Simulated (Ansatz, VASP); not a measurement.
## One calculation of Ga2Sb2CO, two programs

The input INCAR:

```
SYSTEM = Ga2Sb2CO
  ALGO = Normal
  DIPOL = 0.5 0.5 0.348
  EDIFF = 1E-7
  ENCUT = 520
  GGA = PE
  IDIPOL = 3
  ISIF = 2
  ISMEAR = 0
  IVDW = 12
  LASPH = .TRUE.
  LCHARG = .FALSE.
  LDIPOL = .TRUE.
  LREAL = .FALSE.
  LWAVE = .FALSE.
  NBANDS = 32
  NELM = 80
  PREC = Accurate
  SIGMA = 0.1
```

The input KPOINTS:

```
k-points
0
G
  6 6 1
  0 0 0
```

File POSCAR:

```
Ga2Sb2CO
1.0
    4.3343814647      0.0000000000      0.0000000000
   -2.1671907324      3.7536844581      0.0000000000
    0.0000000000      0.0000000000     23.6197422994
Sb Ga O C
2 2 1 1
Direct
    0.0000000000      0.0000000000      0.1693498578
    0.3333333333      0.6666666667      0.3259656336
    0.3333333333      0.6666666667      0.2068080104
    0.6666666667      0.3333333333      0.3585874135
    1.5555555556      0.7777777778      0.4898335533
    1.5555555556      0.7777777778      0.5385216375
```

Input for Ansatz:

```yaml
crystal:
  lattice:
    - [4.3343814647, 0.0, 0.0]
    - [-2.1671907324, 3.7536844581, 0.0]
    - [0.0, 0.0, 23.6197422994]
  atoms:
    - { symbol: Sb, position: [0.0, 0.0, 0.1693498578] }
    - { symbol: Ga, position: [0.3333333333, 0.6666666667, 0.2068080104] }
    - { symbol: Sb, position: [0.3333333333, 0.6666666667, 0.3259656336] }
    - { symbol: Ga, position: [0.6666666667, 0.3333333333, 0.3585874135] }
    - { symbol: O, position: [1.5555555556, 0.7777777778, 0.4898335533] }
    - { symbol: C, position: [1.5555555556, 0.7777777778, 0.5385216375] }
basis:
  ecutwfc: 420
kpoints:
  mp_grid: { grid: [6, 6, 1] }
hamiltonian:
  xc: pbe
  pseudopotentials: { kind: paw, azcp: { folder: soft_1 } }
  dispersion: d3bj
scf:
  occupations: { method: gaussian, width: 0.1 }
output:
  forces: true
  eigenvalues: true
efield:
  axis: 3
  dipole_correction: true
  ramp_width: 0.04
```

Alike in both runs: task single point; functional PBE; dispersion D3(BJ); k mesh 6 × 6 × 1; occupations gaussian, width 0.1 eV; no spin polarisation.

|  | VASP | Ansatz |
| --- | --- | --- |
| version | VASP 6.6.1 | Ansatz 0.2.0 |
| potentials or method | VASP PAW PBE potentials, release 64 (Sb, Ga_d, O, C), cutoff 520 eV | scalar-relativistic, plane waves, PAW |
| valence electrons in the cell | 46 | 66 |

|  | VASP | Ansatz | Ansatz less VASP |
| --- | --- | --- | --- |
| gap on the k mesh at the Fermi level (eV) | 0.02 | 0.02 | -0.003 |
| least direct gap on the mesh (eV) | 0.17 | 0.17 | +0.004 |
| rms of the force components (eV/Å) | 0.230 | 0.499 | +0.2691 |

One of these differences is far larger than is usual between the two programs; its cause wasn't traced. VASP's potentials hold 46 valence electrons a cell and Ansatz's 66, so a difference there can come from the potentials and not from the codes.

Spin-orbit coupling is off throughout. Noted on VASP's run: the standard files for N, O and F lose accuracy on very short bonds.
